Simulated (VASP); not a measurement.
# SrTe (Fm-3m) in VASP: a series of runs

SrTe is run at these levels: PBEsol; tasks: single point, relaxation of cell and atoms.

Program: VASP 6.6.1. These are calculated values, not measurements. Logs are shortened: lines on timing, memory, paths and dates and some standing lists are left out, and cuts for length are marked.

**1. The cell of the first run**

Symmetry: Fm-3m, No. 225, cubic system. Conventional cell: a = 6.606 Å, b = 6.606 Å, c = 6.606 Å, α = 90.00°, β = 90.00°, γ = 90.00°. Sr (site symmetry m-3m) has 6 Te at 3.30 Å within 4.3 Å. Within 4.3 Å of Te (site symmetry m-3m) lie 6 Sr at 3.30 Å.

**2. Single point, PBEsol**

File INCAR:

```
SYSTEM = SrTe
  ALGO = Normal
  EDIFF = 1E-6
  ENCUT = 500
  GGA = PS
  GGA_COMPAT = .FALSE.
  ISIF = 2
  ISMEAR = -1
  LASPH = .TRUE.
  LCHARG = .FALSE.
  LREAL = .FALSE.
  LWAVE = .FALSE.
  NBANDS = 15
  NELM = 120
  PREC = Accurate
  SIGMA = 0.03
```

File KPOINTS:

```
k-points
0
G
  6 6 6
  0 0 0
```

File POSCAR:

```
SrTe
1.0
    0.0000000000      3.3030554018      3.3030554018
    3.3030554018      0.0000000000      3.3030554018
    3.3030554018      3.3030554018      0.0000000000
Sr Te
1 1
Direct
    0.0000000000      0.0000000000      0.0000000000
    0.5000000000      0.5000000000      0.5000000000
```

Potentials or basis: VASP PAW PBE potentials, release 64 (Sr_sv, Te).

Launch:

```sh
$ cat potpaw_PBE.64/Sr_sv/POTCAR potpaw_PBE.64/Te/POTCAR > POTCAR
$ mpirun -np 1 vasp_std > vasp.out
```

OUTCAR:

```text
SYSTEM = SrTe
   EDIFF = 1E-6
   ENCUT = 500
   GGA = PS
   ISIF = 2
   ISMEAR = -1
   LASPH = .TRUE.
   LREAL = .FALSE.
   NELM = 120
   PREC = Accurate

 ion  position               nearest neighbor table
   1  0.000  0.000  0.000-   2 3.30   2 3.30   2 3.30   2 3.30   2 3.30   2 3.30
   2  0.500  0.500  0.500-   1 3.30   1 3.30   1 3.30   1 3.30   1 3.30   1 3.30

  LATTYP: Found a face centered cubic cell.
 ALAT       =     6.6061108036

  Lattice vectors:

 A1 = (   0.0000000000,   3.3030554018,   3.3030554018)
 A2 = (   3.3030554018,   0.0000000000,   3.3030554018)
 A3 = (   3.3030554018,   3.3030554018,   0.0000000000)

Analysis of symmetry for initial positions (statically):
=====================================================================
 Subroutine PRICEL returns:
 Original cell was already a primitive cell.

 Routine SETGRP: Setting up the symmetry group for a
 face centered cubic supercell.

 Subroutine GETGRP returns: Found 48 space group operations
 (whereof 48 operations were pure point group operations)
 out of a pool of 48 trial point group operations.

The static configuration has the point symmetry O_h .

Analysis of symmetry for dynamics (positions and initial velocities):
=====================================================================
 Subroutine PRICEL returns:
 Original cell was already a primitive cell.

 Routine SETGRP: Setting up the symmetry group for a
 face centered cubic supercell.

 Subroutine GETGRP returns: Found 48 space group operations
 (whereof 48 operations were pure point group operations)
 out of a pool of 48 trial point group operations.

The dynamic configuration has the point symmetry O_h .

 Subroutine INISYM returns: Found 48 space group operations
 (whereof 48 operations are pure point group operations),
 and found     1 'primitive' translations

----------------------------------------------------------------------------------------

                                     Primitive cell

  volume of cell :      72.0738

  direct lattice vectors                    reciprocal lattice vectors
     0.000000000  3.303055402  3.303055402    -0.151374997  0.151374997  0.151374997
     3.303055402  0.000000000  3.303055402     0.151374997 -0.151374997  0.151374997
     3.303055402  3.303055402  0.000000000     0.151374997  0.151374997 -0.151374997

  length of vectors
     4.671225746  4.671225746  4.671225746     0.262189185  0.262189185  0.262189185

  position of ions in fractional coordinates (direct lattice)
     0.000000000  0.000000000  0.000000000
     0.500000000  0.500000000  0.500000000

  ion indices of the primitive-cell ions
   primitive index   ion index
                 1           1
                 2           2

----------------------------------------------------------------------------------------

 KPOINTS: k-points

Automatic generation of k-mesh.
 Grid dimensions read from file:
 generate k-points for:    6    6    6

 Generating k-lattice:

  Cartesian coordinates                     Fractional coordinates (reciprocal lattice)
    -0.025229166  0.025229166  0.025229166     0.166666667  0.000000000  0.000000000
     0.025229166 -0.025229166  0.025229166     0.000000000  0.166666667  0.000000000
     0.025229166  0.025229166 -0.025229166     0.000000000  0.000000000  0.166666667

  Length of vectors
     0.043698197  0.043698197  0.043698197

  Shift w.r.t. Gamma in fractional coordinates (k-lattice)
     0.000000000  0.000000000  0.000000000

 Subroutine IBZKPT returns following result:
 ===========================================

 Found     16 irreducible k-points:

 Following reciprocal coordinates:
            Coordinates               Weight
  0.000000  0.000000  0.000000      1.000000
  0.166667  0.000000  0.000000      8.000000
  0.333333  0.000000  0.000000      8.000000
  0.500000  0.000000  0.000000      4.000000
  0.166667  0.166667  0.000000      6.000000
  0.333333  0.166667  0.000000     24.000000
[... 8 lines left out ...]
 -0.333333  0.333333  0.166667     24.000000
 -0.333333  0.500000  0.166667     12.000000
   k-points           NKPTS =     16   k-points in BZ     NKDIM =     16   number of bands    NBANDS=     15
   number of dos      NEDOS =    301   number of ions     NIONS =      2
   total plane-waves  NPLWV =  46656
   dimension x,y,z NGX =    36 NGY =   36 NGZ =   36
   dimension x,y,z NGXF=    72 NGYF=   72 NGZF=   72
   ions per type =               1   1
   NGX,Y,Z   is equivalent  to a cutoff of  12.81, 12.81, 12.81 a.u.
   NGXF,Y,Z  is equivalent  to a cutoff of  25.62, 25.62, 25.62 a.u.
 SYSTEM =  SrTe
   PREC   = accura    normal or accurate (medium, high low for compatibility)
   ISTART =      0    job   : 0-new  1-cont  2-samecut
   ICHARG =      2    charge: 1-file 2-atom 10-const
   ISPIN  =      1    spin polarized calculation?
   LNONCOLLINEAR =      F non collinear calculations
   LSORBIT =      F    spin-orbit coupling
   LASPH  =      T    aspherical Exc in radial PAW
   ENCUT  =  500.0 eV  36.75 Ry    6.06 a.u.   8.52  8.52  8.52*2*pi/ulx,y,z
   NELM   =    120;   NELMIN=  2; NELMDL= -5     # of ELM steps
   EDIFF  = 0.1E-05   stopping-criterion for ELM
   LREAL  =      F    real-space projection
   EDIFFG = 0.1E-04   stopping-criterion for IOM
   NSW    =      0    number of steps for IOM
   IBRION =     -1    ionic relax: 0-MD 1-quasi-New 2-CG
   NFREE  =      0    steps in history (QN), initial steepest desc. (CG)
   ISIF   =      2    stress and relaxation
   ISYM   =      2    0-nonsym 1-usesym 2-fastsym
   POTIM  = 0.5000    time-step for ionic-motion
   TEBEG  =    0.0;   TEEND  =   0.0 temperature during run
   PSTRESS=    0.0 pullay stress
   NELECT =      16.0000    total number of electrons
   NUPDOWN=      -1.0000    fix difference up-down
   EMIN   =  10.00;   EMAX   =-10.00  energy-range for DOS
   EFERMI =   0.00;   METHOD = LEGACY
   ISMEAR =    -1;   SIGMA  =   0.03  broadening in eV -4-tet -1-fermi 0-gaus
   EFERMI_NEDOS =   21; number of points for ismear=-14 and -15
   IALGO  =     38    algorithm
   IMIX   =      4    mixing-type and parameters
     AMIX     =   0.40;   BMIX     =  1.00
     AMIX_MAG =   1.60;   BMIX_MAG =  1.00
  volume/ion in A,a.u.               =      36.04       243.19
  Fermi-wavevector in a.u.,A,eV,Ry     =   0.991263  1.873216 13.369121  0.982603
  Thomas-Fermi vector in A             =   2.122992
   LORBIT       =      0    0 simple, 1 ext, 2 COOP (PROOUT), +10 PAW based schemes
   GGA     = PS    functional components
   LHFCALC =     F    Hartree Fock is set to
   AEXX    =    0.0000 exact exchange contribution
   IVDW    =     0    specifies the selected vdW correction
   LEPSILON=     F    determine dielectric tensor
   LRPA    =     F    only Hartree local field effects (RPA)
 non-spin polarized calculation
  energy-cutoff  :      500.00
  volume of cell :       72.07
 maximum number of plane-waves:      1853
 NGX is ok and might be reduce to    36
   NGX = 17   NGY = 17   NGZ = 17

 number of electron      16.0000000 magnetization

 Free energy of the ion-electron system (eV)
  ---------------------------------------------------
  ext. energy  EPLUGINS =         0.00000000
  ---------------------------------------------------
  free energy    TOTEN  =        -8.83284930 eV

  energy without entropy =       -8.83284930  energy(sigma->0) =       -8.83284930

 E-fermi :   3.6373     XC(G=0):  -8.7757

 val. band max:        2.9178856642   @ k =   0.0000   0.0000   0.0000
 cond. band min:       4.4565731636   @ k =   0.5000   0.5000   0.0000
 fundamental gap:      1.5386874994
 Fermi energy:         3.6373361799

 k-point     1 :       0.0000    0.0000    0.0000
  band No.  band energies     occupation
      1     -31.6002      2.00000
      2     -13.6192      2.00000
      3     -13.6192      2.00000
      4     -13.6192      2.00000
      5      -7.1789      2.00000
      6       2.9179      2.00000
      7       2.9179      2.00000
      8       2.9179      2.00000
      9       5.7290      0.00000
     10       6.1002      0.00000
     11       6.1002      0.00000
     12       6.1002      0.00000
     13       6.8053      0.00000
     14       6.8053      0.00000
     15      10.2705      0.00000

 k-point     2 :       0.1667    0.0000    0.0000
  band No.  band energies     occupation
      1     -31.5989      2.00000
      2     -13.6579      2.00000
      3     -13.6208      2.00000
      4     -13.6208      2.00000
      5      -7.0182      2.00000
      6       1.8257      2.00000
      7       2.5260      2.00000
      8       2.5260      2.00000
      9       5.9813      0.00000
     10       6.4683      0.00000
     11       6.4683      0.00000
     12       7.1489      0.00000
     13       7.5522      0.00000
     14       7.5522      0.00000
     15      11.1662      0.00000

 k-point     3 :       0.3333    0.0000    0.0000
  band No.  band energies     occupation
      1     -31.5964      2.00000
      2     -13.7325      2.00000
      3     -13.6240      2.00000
      4     -13.6240      2.00000
      5      -6.6709      2.00000
      6       0.4812      2.00000
      7       1.9635      2.00000
      8       1.9635      2.00000
      9       6.2373      0.00000
     10       7.3745      0.00000
     11       7.3745      0.00000
     12       8.5961      0.00000
     13       9.1413      0.00000
     14       9.1413      0.00000
     15      11.0683      0.00000
[... 199 lines left out ...]
 k-point    15 :      -0.3333    0.3333    0.1667
  band No.  band energies     occupation
      1     -31.5938      2.00000
      2     -13.7199      2.00000
      3     -13.6730      2.00000
      4     -13.6472      2.00000
      5      -6.5593      2.00000
      6       0.6738      2.00000
      7       1.3686      2.00000
      8       1.6837      2.00000
      9       6.8133      0.00000
     10       6.8196      0.00000
     11       8.0963      0.00000
     12       8.7447      0.00000
     13       8.8875      0.00000
     14       9.9684      0.00000
     15      11.3253      0.00000

 k-point    16 :      -0.3333    0.5000    0.1667
  band No.  band energies     occupation
      1     -31.5933      2.00000
      2     -13.7035      2.00000
      3     -13.6739      2.00000
      4     -13.6669      2.00000
      5      -6.6152      2.00000
      6       1.0332      2.00000
      7       1.4989      2.00000
      8       1.5923      2.00000
      9       5.6828      0.00000
     10       7.3131      0.00000
     11       7.9178      0.00000
     12       8.6732      0.00000
     13       9.1243      0.00000
     14       9.4205      0.00000
     15      11.4751      0.00000

------------------------ aborting loop because EDIFF is reached ----------------------------------------

  FORCE on cell =-STRESS in cart. coord.  units (eV):
  Direction    XX          YY          ZZ          XY          YZ          ZX
  --------------------------------------------------------------------------------------
  -------------------------------------------------------------------------------------
  Total        0.0670828      0.0670828      0.0670828      0.0000000      0.0000000      0.0000000
  in kB        1.4912276      1.4912276      1.4912276      0.0000000      0.0000000      0.0000000
  external PRESSURE =       1.4912276 kB  Pullay stress =       0.0000000 kB

 VOLUME and BASIS-vectors are now :
 -----------------------------------------------------------------------------
  energy-cutoff  :      500.00
  volume of cell :       72.07
      direct lattice vectors                 reciprocal lattice vectors
     0.000000000  3.303055402  3.303055402    -0.151374997  0.151374997  0.151374997
     3.303055402  0.000000000  3.303055402     0.151374997 -0.151374997  0.151374997
     3.303055402  3.303055402  0.000000000     0.151374997  0.151374997 -0.151374997

 POSITION                                       TOTAL-FORCE (eV/Angst)
 -----------------------------------------------------------------------------------
      0.00000      0.00000      0.00000         0.000000      0.000000      0.000000
      3.30306      3.30306      3.30306        -0.000000     -0.000000     -0.000000
 -----------------------------------------------------------------------------------
    total drift:                                0.000000      0.000000      0.000000

  FREE ENERGIE OF THE ION-ELECTRON SYSTEM (eV)
  ---------------------------------------------------
  free  energy   TOTEN  =        -8.8328492976 eV

  energy  without entropy=       -8.8328492976  energy(sigma->0) =       -8.83284930
```

Wall time 13 s (1 thread of AMD EPYC 7R13 (Zen 3), shared host); peak memory 0.18 GiB.

What came out:

```yaml
Free_energy: -8.8328 eV
Pressure: 0.1 GPa
Band_gap_on_the_k_mesh: 1.54 eV, indirect (least direct gap 2.31 eV)
```

Caveat: the PAW data sets were made with another functional, which shifts forces and pressure a little; spin-orbit coupling is left out, which moves the levels of the heavy elements. A k mesh can miss the band edges.

**3. Relaxation of cell and atoms, PBEsol**

This run uses another cell than the first one, of 37.79 Å³/atom, 1.049 times its volume.

File INCAR:

```
ALGO = Normal
EDIFF = 1E-7
EDIFFG = -0.01
ENCUT = 500
GGA = PS
GGA_COMPAT = False
IBRION = 2
ISIF = 3
ISMEAR = -1
LASPH = True
LCHARG = False
LREAL = False
LWAVE = False
NELM = 120
NELMIN = 4
NSW = 100
PREC = Accurate
SIGMA = 0.03
```

File KPOINTS:

```
k-points
0
Gamma
  6 6 6
```

File POSCAR:

```
SrTe
1.0
    0.0000000000      3.3558353104      3.3558353104
    3.3558353104      0.0000000000      3.3558353104
    3.3558353104      3.3558353104      0.0000000000
Sr Te
1 1
Direct
    0.0000000000      0.0000000000      0.0000000000
    0.5000000000      0.5000000000      0.5000000000
```

Potentials or basis: VASP PAW PBE potentials, release 64 (Sr_sv, Te).

Launch:

```sh
$ cat potpaw_PBE.64/Sr_sv/POTCAR potpaw_PBE.64/Te/POTCAR > POTCAR
$ mpirun -np 1 vasp_std > vasp.out
```

OUTCAR:

```text
EDIFF = 1E-7
   EDIFFG = -0.01
   ENCUT = 500
   GGA = PS
   IBRION = 2
   ISIF = 3
   ISMEAR = -1
   LASPH = True
   LREAL = False
   NELM = 120
   NELMIN = 4
   NSW = 100
   PREC = Accurate

 ion  position               nearest neighbor table
   1  0.000  0.000  0.000-   2 3.36   2 3.36   2 3.36   2 3.36   2 3.36   2 3.36
   2  0.500  0.500  0.500-   1 3.36   1 3.36   1 3.36   1 3.36   1 3.36   1 3.36

  LATTYP: Found a face centered cubic cell.
 ALAT       =     6.7116706208

  Lattice vectors:

 A1 = (   0.0000000000,   3.3558353104,   3.3558353104)
 A2 = (   3.3558353104,   0.0000000000,   3.3558353104)
 A3 = (   3.3558353104,   3.3558353104,   0.0000000000)

Analysis of symmetry for initial positions (statically):
=====================================================================
 Subroutine PRICEL returns:
 Original cell was already a primitive cell.

[... 170 lines left out ...]
  in kB      -14.0513105    -14.0513105    -14.0513105     -0.0000000      0.0000000      0.0000000
  external PRESSURE =     -14.0513105 kB  Pullay stress =       0.0000000 kB
[... 59 lines left out ...]
--------------------------------------- Ionic step        3  -------------------------------------------

 number of electron      16.0000000 magnetization

 Free energy of the ion-electron system (eV)
  ---------------------------------------------------
  ext. energy  EPLUGINS =         0.00000000
  ---------------------------------------------------
  free energy    TOTEN  =        -8.83318478 eV

  energy without entropy =       -8.83318478  energy(sigma->0) =       -8.83318478

 E-fermi :   3.4907     XC(G=0):  -8.7578

 val. band max:        2.8852557049   @ k =   0.0000   0.0000   0.0000
 cond. band min:       4.4366833018   @ k =   0.5000   0.5000   0.0000
 fundamental gap:      1.5514275969
 Fermi energy:         3.4906690503

 k-point     1 :       0.0000    0.0000    0.0000
  band No.  band energies     occupation
      1     -31.6425      2.00000
      2     -13.6601      2.00000
      3     -13.6601      2.00000
      4     -13.6601      2.00000
      5      -7.1974      2.00000
      6       2.8853      2.00000
      7       2.8853      2.00000
      8       2.8853      2.00000
      9       5.6771      0.00000
     10       6.0731      0.00000
     11       6.0731      0.00000
     12       6.0731      0.00000
[... 252 lines left out ...]
  FREE ENERGIE OF THE ION-ELECTRON SYSTEM (eV)
  ---------------------------------------------------
  free  energy   TOTEN  =        -8.8331847816 eV

  energy  without entropy=       -8.8331847816  energy(sigma->0) =       -8.83318478

 reached required accuracy - stopping structural energy minimisation
```

Run time: 31 s. Hardware: 1 thread of AMD EPYC 7R13 (Zen 3), shared host; peak memory 0.19 GiB.

Results:

* Free energy: -8.8332 eV
* Relaxed volume: 36.19 Å³/atom
* Relaxed cell: a = 4.678 Å, b = 4.678 Å, c = 4.678 Å, α = 60.00°, β = 60.00°, γ = 60.00°
* Space group after relaxing (to 0.05 Å): Fm-3m (No. 225)
* Energy gained by relaxing: 7.3 meV/atom
* Ionic steps: 3
* Pressure after relaxing: 0.0 GPa
* Band gap on the k mesh: 1.55 eV, indirect (least direct gap 2.32 eV)

Step by step:
| step | energy change (eV) | largest force (eV/Å) | pressure (GPa) | volume (Å³) |
| --- | --- | --- | --- | --- |
| 1 | 0.0000 | 0.0000 | -1.41 | 75.58 |
| 2 | -0.0143 | 0.0000 | 0.19 | 72.02 |
| 3 | -0.0145 | 0.0000 | 0.00 | 72.39 |

Final structure:
```
Sr Te
1.0
     0.00000    3.30787    3.30787
     3.30787    0.00000    3.30787
     3.30787    3.30787    0.00000
Sr Te
1 1
Cartesian
  0.0000 0.0000 0.0000
  3.3079 3.3079 3.3079
```

Caveat: the PAW data sets were made with another functional, which shifts forces and pressure a little; spin-orbit coupling is left out, which moves the levels of the heavy elements.
